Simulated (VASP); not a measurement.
Li2S:

```
Li S
1.0
     0.00000    2.84450    2.84450
     2.84450    0.00000    2.84450
     2.84450    2.84450    0.00000
Li S
2 1
Direct
  0.25000 0.25000 0.25000
  0.75000 0.75000 0.75000
  0.00000 0.00000 0.00000
```

```yaml
Program: VASP 6.6.1
Task: relaxation of cell and atoms
Functional: RPBE
Potentials_or_basis: VASP PAW PBE potentials, release 64 (Li_sv, S)
Cutoff: 750 eV
k_mesh: 6 × 6 × 6
Occupations: gaussian, width 0.01 eV
Spin: no spin polarisation
```

At the start: pressure 1.8 GPa; volume 15.34 Å³/atom.

Question: Where does the relaxation end?

Answer: Over 3 steps the energy falls by 3.4 meV/atom and the volume is 16.00 Å³/atom (+4.3 %); space group Fm-3m (No. 225, to 0.1 Å) before and after.

The path:
```
step  energy change (eV)  largest force (eV/Å)  pressure (GPa)  volume (Å³)
   1              0.0000                0.0000            1.75        46.03
   2             -0.0086                0.0000            0.70        47.16
   3             -0.0103                0.0000           -0.02        48.01
```

Final structure:
```yaml
crystal:
  lattice:
    - [0.00000, 2.88468, 2.88468]
    - [2.88468, 0.00000, 2.88468]
    - [2.88468, 2.88468, 0.00000]
  atoms:
    - { symbol: Li, position: [0.25000, 0.25000, 0.25000] }
    - { symbol: Li, position: [0.75000, 0.75000, 0.75000] }
    - { symbol: S, position: [0.00000, 0.00000, 0.00000] }
```

Caveat: the PAW data sets were made with another functional, which shifts forces and pressure a little.
